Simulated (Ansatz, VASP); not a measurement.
# TiTe2: VASP beside Ansatz

```
Ti Te
1.0
     3.77700    0.00000    0.00000
    -1.88850    3.27098    0.00000
     0.00000    0.00000    6.49800
Ti Te
1 2
Direct
  0.00000 0.00000 0.00000
  0.66667 0.33333 0.26325
  0.33333 0.66667 0.73675
```

Alike in both runs: functional PBE; k mesh 10 × 10 × 5; occupations fermi-dirac, width 0.05 eV; no spin polarisation.

Ansatz relaxed the structure, and its values are those at the end. VASP's run is a single point on that final structure, the one shown.

|  | VASP | Ansatz |
| --- | --- | --- |
| version | VASP 6.6.1 | Ansatz 0.2.0 |
| potentials or method | VASP PAW PBE potentials, release 64 (Ti_sv, Te) | plane-wave PAW, scalar-relativistic |
| plane-wave cutoff (eV) | 500 | 420 |
| valence electrons in the cell | 24 | 44 |

```csv
,VASP,Ansatz,Ansatz less VASP
pressure (GPa),0.8,0.8,+0.02
rms of the force components (eV/Å),0.004,0.000,-0.0044
```

VASP's potentials hold 24 valence electrons a cell and Ansatz's 44, so a difference there can come from the potentials and not from the codes. Ansatz's warnings: stress scf threshold loose.

Neither program's run includes spin-orbit coupling.
